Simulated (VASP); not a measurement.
NaI: single point with PBE

NaI:

```
Na I
1.0
    -2.21451    2.21451    8.36377
     2.21451   -2.21451    8.36377
     2.21451    2.21451   -8.36377
Na I
2 2
Direct
  0.25000 0.75000 0.50000
  0.50000 0.50000 0.00000
  0.75000 0.25000 0.50000
  0.00000 0.00000 0.00000
```

- Program: VASP 6.6.1
- Task: single point
- Functional: PBE
- Potentials or basis: VASP PAW PBE potentials, release 64 (Na_pv, I)
- Cutoff: 520 eV
- k mesh: 6 × 6 × 6
- Occupations: gaussian, width 0.1 eV
- Spin: no spin polarisation

```
Pressure               : 0.1 GPa
Band gap on the k mesh : 3.09 eV, indirect (least direct gap 3.13 eV)
```

Levels at points of the mesh, in eV from the valence-band top:
| k point | band 10 | band 11 | band 12 | band 13 | band 14 | band 15 | band 16 | band 17 | band 18 | band 19 |
| --- | --- | --- | --- | --- | --- | --- | --- | --- | --- | --- |
| (0.00, 0.00, 0.00) | -0.34 | -0.34 | -0.32 | -0.32 | -0.04 | 3.09 | 4.71 | 6.01 | 6.33 | 7.13 |
| (0.50, 0.00, 0.00) | -1.86 | -0.81 | -0.25 | -0.22 | -0.14 | 4.74 | 5.30 | 5.97 | 6.88 | 6.91 |
| (0.50, 0.50, 0.00) | -1.56 | -1.53 | -1.53 | -0.25 | -0.25 | 4.27 | 4.27 | 6.36 | 6.37 | 6.89 |
| (0.50, 0.50, 0.50) | -0.87 | -0.43 | -0.43 | -0.22 | -0.22 | 4.01 | 4.01 | 6.29 | 6.29 | 7.03 |

Run time: 5 min on 1 thread of AMD EPYC 7R13 Processor (Zen 3) (shared host), peak memory 0.64 GiB.

Caveat: spin-orbit coupling is left out, which moves the levels of the heavy elements. A k mesh can miss the band edges.
